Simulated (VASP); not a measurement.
# Be2Pt (I4_1/amd) in VASP: single point with PBE

Aim: the single point of Be2Pt with PBE.

Everything below comes from runs of VASP 6.6.1. Logs are shortened: lines on timing, memory, paths and dates and some standing lists are left out, and cuts for length are marked.

## Step 1: The cell of the first run

Symmetry: I4_1/amd, No. 141, tetragonal system. The conventional cell has a = 3.054 Å, b = 3.054 Å, c = 14.344 Å, α = 90.00°, β = 90.00°, γ = 90.00°. Within 2.8 Å of Be (site symmetry 2mm) lie 3 Be at 2.10 to 2.15 Å and 4 Pt at 2.41 Å. Pt (site symmetry -4m2) has 12 Be at 2.41 to 2.94 Å and 4 Pt at 3.05 Å within 3.2 Å.

## Step 2: Single point, PBE

Input file INCAR:

```
PREC = Accurate
ENCUT = 600
EDIFF = 1E-6
ISMEAR = 0
SIGMA = 0.1
LREAL = F
LASPH = T
NELM = 120
ALGO = Normal
ISIF = 2
LWAVE = F
LCHARG = F
GGA = PE
NBANDS = 23
GGA_COMPAT = F
```

Input file KPOINTS:

```
Automatic mesh
0
Gamma
  18 18 18
```

Input file POSCAR:

```
Be2Pt
1.0
   -1.5270581737      1.5270581737      7.1718513204
    1.5270581737     -1.5270581737      7.1718513204
    1.5270581737      1.5270581737     -7.1718513204
Be Pt
4 2
Direct
    0.4252082479      0.4252082479      0.0000000000
    0.1752082479      0.6752082479      0.5000000000
    0.3247917521      0.8247917521      0.5000000000
    0.5747917521      0.5747917521      0.0000000000
    0.0000000000      0.0000000000      0.0000000000
    0.7500000000      0.2500000000      0.5000000000
```

Potentials or basis: VASP PAW PBE potentials, release 64 (Be, Pt).

On the command line:

```
$ cat potpaw_PBE.64/Be/POTCAR potpaw_PBE.64/Pt/POTCAR > POTCAR
$ mpirun -np 1 vasp_std > vasp.out
```

OUTCAR:

```text
PREC = Accurate
   ENCUT = 600
   EDIFF = 1E-6
   ISMEAR = 0
   LREAL = F
   LASPH = T
   NELM = 120
   ISIF = 2
   GGA = PE

 ion  position               nearest neighbor table
   1  0.425  0.425  0.000-   3 2.10   3 2.10   4 2.15   5 2.41   5 2.41   5 2.41   5 2.41
   2  0.175  0.675  0.500-   4 2.10   4 2.10   3 2.15   6 2.41   6 2.41   6 2.41   6 2.41
   3  0.325  0.825  0.500-   1 2.10   1 2.10   2 2.15   6 2.41   6 2.41   6 2.41   6 2.41
   4  0.575  0.575  0.000-   2 2.10   2 2.10   1 2.15   5 2.41   5 2.41   5 2.41   5 2.41
   5  0.000  0.000  0.000-   4 2.41   4 2.41   4 2.41   1 2.41   1 2.41   1 2.41   4 2.41   1 2.41

   6  0.750  0.250  0.500-   3 2.41   3 2.41   3 2.41   2 2.41   2 2.41   2 2.41   3 2.41   2 2.41

  LATTYP: Found a body centered tetragonal cell.
 ALAT       =     3.0541163474
 C/A-ratio  =     4.6965148047

  Lattice vectors:

 A1 = (  -1.5270581737,   1.5270581737,   7.1718513204)
 A2 = (   1.5270581737,  -1.5270581737,   7.1718513204)
 A3 = (   1.5270581737,   1.5270581737,  -7.1718513204)

Analysis of symmetry for initial positions (statically):
=====================================================================
 Subroutine PRICEL returns:
 Original cell was already a primitive cell.

 Routine SETGRP: Setting up the symmetry group for a
 body centered tetragonal supercell.

 Subroutine GETGRP returns: Found 16 space group operations
 (whereof  8 operations were pure point group operations)
 out of a pool of 16 trial point group operations.

The static configuration has the point symmetry D_2d.
 The point group associated with its full space group is D_4h.

Analysis of symmetry for dynamics (positions and initial velocities):
=====================================================================
 Subroutine PRICEL returns:
 Original cell was already a primitive cell.

 Routine SETGRP: Setting up the symmetry group for a
 body centered tetragonal supercell.

 Subroutine GETGRP returns: Found 16 space group operations
 (whereof  8 operations were pure point group operations)
 out of a pool of 16 trial point group operations.

The dynamic configuration has the point symmetry D_2d.
 The point group associated with its full space group is D_4h.

 Subroutine INISYM returns: Found 16 space group operations
 (whereof  8 operations are pure point group operations),
 and found     1 'primitive' translations

----------------------------------------------------------------------------------------

                                     Primitive cell

  volume of cell :      66.8964

  direct lattice vectors                    reciprocal lattice vectors
    -1.527058174  1.527058174  7.171851320     0.000000000  0.327426950  0.069717006
     1.527058174 -1.527058174  7.171851320     0.327426950  0.000000000  0.069717006
     1.527058174  1.527058174 -7.171851320     0.327426950  0.327426950  0.000000000

  length of vectors
     7.489944238  7.489944238  7.489944238     0.334766887  0.334766887  0.463051633

  position of ions in fractional coordinates (direct lattice)
     0.425208248  0.425208248  0.000000000
     0.175208248  0.675208248  0.500000000
     0.324791752  0.824791752  0.500000000
     0.574791752  0.574791752  0.000000000
     0.000000000  0.000000000  0.000000000
     0.750000000  0.250000000  0.500000000

  ion indices of the primitive-cell ions
   primitive index   ion index
                 1           1
                 2           2
                 3           3
                 4           4
                 5           5
                 6           6

----------------------------------------------------------------------------------------

 KPOINTS: Automatic mesh

Automatic generation of k-mesh.
 Grid dimensions read from file:
 generate k-points for:   18   18   18

 Generating k-lattice:

  Cartesian coordinates                     Fractional coordinates (reciprocal lattice)
     0.000000000  0.018190386  0.003873167     0.055555556 -0.000000000  0.000000000
     0.018190386  0.000000000  0.003873167    -0.000000000  0.055555556  0.000000000
     0.018190386  0.018190386  0.000000000     0.000000000  0.000000000  0.055555556

  Length of vectors
     0.018598160  0.018598160  0.025725091

  Shift w.r.t. Gamma in fractional coordinates (k-lattice)
     0.000000000  0.000000000  0.000000000

 Subroutine IBZKPT returns following result:
 ===========================================

 Found    480 irreducible k-points:

 Following reciprocal coordinates:
            Coordinates               Weight
  0.000000  0.000000  0.000000      1.000000
  0.055556  0.000000  0.000000      8.000000
  0.111111  0.000000  0.000000      8.000000
  0.166667  0.000000 -0.000000      8.000000
  0.222222  0.000000 -0.000000      8.000000
  0.277778  0.000000  0.000000      8.000000
[... 16 lines left out ...]
 -0.277778  0.055556  0.000000     16.000000
 -0.222222  0.055556  0.000000     16.000000
 [... further k-points ...]
   k-points           NKPTS =    480   k-points in BZ     NKDIM =    480   number of bands    NBANDS=     23
   number of dos      NEDOS =    301   number of ions     NIONS =      6
   total plane-waves  NPLWV = 216000
   dimension x,y,z NGX =    60 NGY =   60 NGZ =   60
   dimension x,y,z NGXF=   120 NGYF=  120 NGZF=  120
   ions per type =               4   2
   NGX,Y,Z   is equivalent  to a cutoff of  13.32, 13.32, 13.32 a.u.
   NGXF,Y,Z  is equivalent  to a cutoff of  26.64, 26.64, 26.64 a.u.
 SYSTEM =  unknown system
   PREC   = accura    normal or accurate (medium, high low for compatibility)
   ISTART =      0    job   : 0-new  1-cont  2-samecut
   ICHARG =      2    charge: 1-file 2-atom 10-const
   ISPIN  =      1    spin polarized calculation?
   LNONCOLLINEAR =      F non collinear calculations
   LSORBIT =      F    spin-orbit coupling
   LASPH  =      T    aspherical Exc in radial PAW
   ENCUT  =  600.0 eV  44.10 Ry    6.64 a.u.  14.96 14.96 14.96*2*pi/ulx,y,z
   NELM   =    120;   NELMIN=  2; NELMDL= -5     # of ELM steps
   EDIFF  = 0.1E-05   stopping-criterion for ELM
   LREAL  =      F    real-space projection
   EDIFFG = 0.1E-04   stopping-criterion for IOM
   NSW    =      0    number of steps for IOM
   IBRION =     -1    ionic relax: 0-MD 1-quasi-New 2-CG
   NFREE  =      0    steps in history (QN), initial steepest desc. (CG)
   ISIF   =      2    stress and relaxation
   ISYM   =      2    0-nonsym 1-usesym 2-fastsym
   POTIM  = 0.5000    time-step for ionic-motion
   TEBEG  =    0.0;   TEEND  =   0.0 temperature during run
   PSTRESS=    0.0 pullay stress
   NELECT =      28.0000    total number of electrons
   NUPDOWN=      -1.0000    fix difference up-down
   EMIN   =  10.00;   EMAX   =-10.00  energy-range for DOS
   EFERMI =   0.00;   METHOD = LEGACY
   ISMEAR =     0;   SIGMA  =   0.10  broadening in eV -4-tet -1-fermi 0-gaus
   EFERMI_NEDOS =   21; number of points for ismear=-14 and -15
   IALGO  =     38    algorithm
   IMIX   =      4    mixing-type and parameters
     AMIX     =   0.40;   BMIX     =  1.00
     AMIX_MAG =   1.60;   BMIX_MAG =  1.00
  volume/ion in A,a.u.               =      11.15        75.24
  Fermi-wavevector in a.u.,A,eV,Ry     =   1.224597  2.314154 20.403827  1.499639
  Thomas-Fermi vector in A             =   2.359666
   LORBIT       =      0    0 simple, 1 ext, 2 COOP (PROOUT), +10 PAW based schemes
   GGA     = PE    functional components
   LHFCALC =     F    Hartree Fock is set to
   AEXX    =    0.0000 exact exchange contribution
   IVDW    =     0    specifies the selected vdW correction
   LEPSILON=     F    determine dielectric tensor
   LRPA    =     F    only Hartree local field effects (RPA)
 non-spin polarized calculation
 Gauss-broadening in eV      SIGMA  =   0.10
  energy-cutoff  :      600.00
  volume of cell :       66.90
 maximum number of plane-waves:      2272
   NGX = 29   NGY = 29   NGZ = 29

 number of electron      28.0000002 magnetization

 Free energy of the ion-electron system (eV)
  ---------------------------------------------------
  ext. energy  EPLUGINS =         0.00000000
  ---------------------------------------------------
  free energy    TOTEN  =       -28.56833845 eV

  energy without entropy =      -28.55812691  energy(sigma->0) =      -28.56323268

 E-fermi :   8.2978     XC(G=0): -11.5846

 val. band max:        8.2919087729   @ k =   0.2778   0.1667   0.1111
 cond. band min:       8.2996393967   @ k =  -0.3333  -0.4444   0.1111
 fundamental gap:      0.0077306238
 Fermi energy:         8.2977514307

 k-point     1 :       0.0000    0.0000    0.0000
  band No.  band energies     occupation
      1      -2.2065      2.00000
      2      -0.8134      2.00000
      3       1.6345      2.00000
      4       2.5766      2.00000
      5       3.0509      2.00000
      6       3.0981      2.00000
[... 15 lines left out ...]
     22      17.6271      0.00000
     23      17.7000      0.00000

 k-point     2 :       0.0556    0.0000    0.0000
  band No.  band energies     occupation
      1      -2.1509      2.00000
      2      -0.7565      2.00000
      3       1.6448      2.00000
      4       2.6133      2.00000
      5       3.0706      2.00000
      6       3.1196      2.00000
[... 15 lines left out ...]
     22      17.5683      0.00000
     23      18.1499      0.00000

 k-point     3 :       0.1111    0.0000    0.0000
  band No.  band energies     occupation
      1      -1.9861      2.00000
      2      -0.5898      2.00000
      3       1.6752      2.00000
      4       2.7201      2.00000
      5       3.1260      2.00000
      6       3.1825      2.00000
[... 15 lines left out ...]
     22      17.4323      0.00000
     23      18.1460      0.00000
[... 495 lines left out ...]
 k-point    23 :      -0.2778    0.0556    0.0000
  band No.  band energies     occupation
      1      -0.8838      2.00000
      2       0.5026      2.00000
      3       1.8378      2.00000
      4       3.2856      2.00000
      5       3.3208      2.00000
      6       3.5741      2.00000
[... 15 lines left out ...]
     22      17.0849      0.00000
     23      18.3151      0.00000

 k-point    24 :      -0.2222    0.0556    0.0000
  band No.  band energies     occupation
      1      -1.3176      2.00000
      2       0.1099      2.00000
      3       1.7691      2.00000
      4       3.1236      2.00000
      5       3.3058      2.00000
      6       3.4339      2.00000
[... 15 lines left out ...]
     22      17.1097      0.00000
     23      18.2935      0.00000

 [... further k-points ...]

------------------------ aborting loop because EDIFF is reached ----------------------------------------

  FORCE on cell =-STRESS in cart. coord.  units (eV):
  Direction    XX          YY          ZZ          XY          YZ          ZX
  --------------------------------------------------------------------------------------
  -------------------------------------------------------------------------------------
  Total        0.0017057      0.0017057      0.0378473      0.0000000      0.0000000      0.0000000
  in kB        0.0408507      0.0408507      0.9064471      0.0000000      0.0000000      0.0000000
  external PRESSURE =       0.3293829 kB  Pullay stress =       0.0000000 kB

 VOLUME and BASIS-vectors are now :
 -----------------------------------------------------------------------------
  energy-cutoff  :      600.00
  volume of cell :       66.90
      direct lattice vectors                 reciprocal lattice vectors
    -1.527058174  1.527058174  7.171851320     0.000000000  0.327426950  0.069717006
     1.527058174 -1.527058174  7.171851320     0.327426950  0.000000000  0.069717006
     1.527058174  1.527058174 -7.171851320     0.327426950  0.327426950  0.000000000

 POSITION                                       TOTAL-FORCE (eV/Angst)
 -----------------------------------------------------------------------------------
      0.00000      0.00000      6.09906        -0.000000      0.000000     -0.004807
      1.52706      0.00000      2.51314         0.000000     -0.000000     -0.004807
      1.52706      0.00000      4.65872         0.000000     -0.000000      0.004807
      0.00000      0.00000      8.24464        -0.000000      0.000000      0.004807
      0.00000      0.00000      0.00000         0.000000      0.000000     -0.000000
      0.00000      1.52706      3.58593         0.000000      0.000000     -0.000000
 -----------------------------------------------------------------------------------
    total drift:                               -0.000000     -0.000000      0.000000

  FREE ENERGIE OF THE ION-ELECTRON SYSTEM (eV)
  ---------------------------------------------------
  free  energy   TOTEN  =       -28.5683384517 eV

  energy  without entropy=      -28.5581269100  energy(sigma->0) =      -28.56323268
```

It took 22 min on 1 thread of Intel Xeon 6975P-C (Granite Rapids), shared host; peak memory 1.1 GiB.

What came out:

- Free energy: -28.5683 eV
- Pressure: 0.0 GPa
- Largest force: 0.005 eV/Å
- Band gap on the k mesh: zero (bands 14 and 15 overlap by 2.90 eV)

Forces on the atoms (eV/Å):
```
Be   0.000  0.000 -0.005
Be   0.000  0.000 -0.005
Be   0.000  0.000  0.005
Be   0.000  0.000  0.005
Pt   0.000  0.000  0.000
Pt   0.000  0.000  0.000
```

Levels at points of the mesh, in eV from the Fermi level:
| k point | band 10 | band 11 | band 12 | band 13 | band 14 | band 15 | band 16 | band 17 | band 18 | band 19 |
| --- | --- | --- | --- | --- | --- | --- | --- | --- | --- | --- |
| (0.00, 0.00, 0.00) | -3.19 | -2.51 | -2.47 | -2.45 | 2.07 | 2.33 | 3.07 | 3.07 | 3.66 | 3.66 |
| (0.50, 0.00, 0.00) | -3.11 | -2.76 | -2.58 | -2.23 | -0.94 | -0.82 | 0.55 | 1.34 | 5.36 | 6.56 |
| (0.50, 0.50, 0.00) | -2.57 | -1.71 | -1.71 | -1.15 | -1.15 | 2.22 | 2.22 | 2.87 | 2.87 | 4.23 |
| (0.50, 0.50, 0.50) | -2.81 | -2.49 | -2.49 | -1.08 | -1.08 | 2.12 | 2.12 | 5.62 | 5.62 | 6.21 |

Caveat: spin-orbit coupling is left out, which moves the levels of the heavy elements.
